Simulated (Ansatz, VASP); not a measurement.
**One calculation of Ir, two programs**

POSCAR

```
Ir
1.0
    0.0000000000      1.9228496764      1.9228496764
    1.9228496764      0.0000000000      1.9228496764
    1.9228496764      1.9228496764      0.0000000000
Ir
1
Direct
    0.0000000000      0.0000000000      0.0000000000
```

INCAR.step1

```
ALGO = Normal ; EDIFF = 1E-4
ENCUT = 520 ; GGA = PE
ISMEAR = 1 ; LASPH = True
LCHARG = False ; LREAL = False
LWAVE = True ; NBANDS = 10
NELM = 80 ; PREC = Accurate
SIGMA = 1.0
```

INCAR.step2

```
ALGO = Normal ; EDIFF = 1E-7
ENCUT = 520 ; ISIF = 2
ISMEAR = 1 ; ISTART = 1
LASPH = True ; LCHARG = True
LELF = True ; LMIXTAU = True
LREAL = False ; LVHAR = True
LWAVE = False ; METAGGA = R2SCAN
NBANDS = 10 ; NELM = 80
PREC = Accurate ; SIGMA = 1.0
```

File KPOINTS:

```
k-points
0
Gamma
  14 14 14
```

Input for Ansatz:

```yaml
crystal:
  lattice:
    - [0.0, 1.9228496764, 1.9228496764]
    - [1.9228496764, 0.0, 1.9228496764]
    - [1.9228496764, 1.9228496764, 0.0]
  atoms:
    - { symbol: Ir, position: [0.0, 0.0, 0.0] }
hamiltonian:
  xc: r2scan
  pseudopotentials:
    kind: paw
    azcp:
      Ir: "pseudopotentials/Ir.paw.azcp"
basis:
  ecutwfc: 500
  fft_grid_basis: typed
kpoints:
  mp_grid: { grid: [14, 14, 14], shift: [0, 0, 0] }
magnetization:
  spin_polarized: false
scf:
  occupations: { method: methfessel_paxton, width: 1.0 }
  lower_state_search: "off"
output:
  stress: true
```

Alike in both runs: task single point; functional r2SCAN; k mesh 14 × 14 × 14; occupations methfessel-paxton of order 1, width 1 eV; no spin polarisation.

|  | VASP | Ansatz |
| --- | --- | --- |
| version | VASP 6.6.1 | Ansatz 0.2.0 |
| potentials or method | VASP PAW PBE potentials, release 64 (Ir), cutoff 520 eV | plane waves (500 eV) with PAW, scalar-relativistic |
| valence electrons in the cell | 9 | 17 |

```csv
,VASP,Ansatz,Ansatz less VASP
pressure (GPa),2.3,-0.2,-2.48
```

VASP's potentials were made for PBE, not for r2SCAN. VASP's potentials hold 9 valence electrons a cell and Ansatz's 17, so a difference there can come from the potentials and not from the codes.

Neither program's run includes spin-orbit coupling.
